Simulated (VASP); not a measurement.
**H14CO8: single point with PBE+D3(BJ)**

The system is H14CO8.

```
O H C
1.0
     6.02490    0.00000    0.00000
     0.00000    6.02490    0.00000
     0.00000    0.00000    6.02490
O H C
8 14 1
Cartesian
  2.6775 2.6395 3.0758
  2.5615 1.0639 5.0356
  5.6601 2.7105 3.4371
  4.9923 5.6526 4.6332
  1.2112 4.9943 2.8926
  0.5446 0.5438 0.7257
  2.6607 4.0287 0.2773
  4.5325 4.1072 1.6224
  3.5762 2.5280 3.2204
  2.2864 3.4974 3.1675
  2.4212 1.9968 4.9595
  3.4996 0.8150 4.7442
  6.1801 3.5845 3.6378
  6.3114 2.3503 2.7521
  5.2420 6.6187 4.6977
  5.3802 5.4940 3.7506
  1.3714 5.6082 3.6598
  1.0785 5.5169 2.1006
  0.1484 -0.1883 0.1874
  1.2895 0.9759 0.1126
  2.5133 4.9697 0.5047
  3.6485 2.4164 0.8420
  3.7232 3.4953 0.9967
```

- Program: VASP 6.6.1
- Task: single point
- Functional: PBE
- Dispersion: D3(BJ)
- Potentials or basis: VASP PAW PBE potentials, release 64 (O, H, C)
- Cutoff: 520 eV
- k mesh: 1 × 1 × 1
- Occupations: fermi-dirac, width 0.02 eV
- Spin: no spin polarisation

```
Pressure                   : 1.2 GPa
Largest force              : 3.816 eV/Å
Band gap on the k mesh     : 4.17 eV
Dispersion energy per atom : -0.040 eV
```

Forces in eV/Å, atoms in the order of the input:
```
O   -3.217 -1.802 -0.983
O    0.917 -2.333  0.650
O    2.621  0.492  0.135
O    0.202  1.585 -0.069
O    0.326 -0.536  2.594
O    1.389  0.484 -0.939
O    0.241 -0.418  0.321
O    0.780  1.247  0.063
H    3.069  0.662  0.530
H    0.274  1.749  0.015
H    0.186  1.441 -0.858
H   -1.574  0.172  0.455
H   -1.453 -1.716 -0.504
H   -1.298  0.212  0.893
H    0.019 -0.529  0.278
H   -0.193 -0.655 -0.461
H    0.330 -0.186 -0.914
H   -0.371  1.190 -1.277
H    0.078  0.517  0.169
H   -1.435 -1.488  1.333
H    0.316  0.249 -0.036
H    0.438 -0.523 -0.035
C   -1.644  0.183 -1.359
```

Stress tensor (GPa, compression positive):
```
 0.74 -0.70  1.48
-0.70  0.94 -2.03
 1.48 -2.03  1.86
```

Levels at points of the mesh, in eV from the valence-band top:
```csv
k point,band 30,band 31,band 32,band 33,band 34,band 35,band 36,band 37
"(0.00, 0.00, 0.00)",-1.26,-1.05,-0.57,0.00,4.17,5.10,7.20,7.60
```

It took 17 s on 1 thread of Intel(R) Xeon(R) Platinum 8488C (Sapphire Rapids), on a shared host, peak memory 0.31 GiB.

Caveat: the k points lie up to 1.04 Å⁻¹ apart.
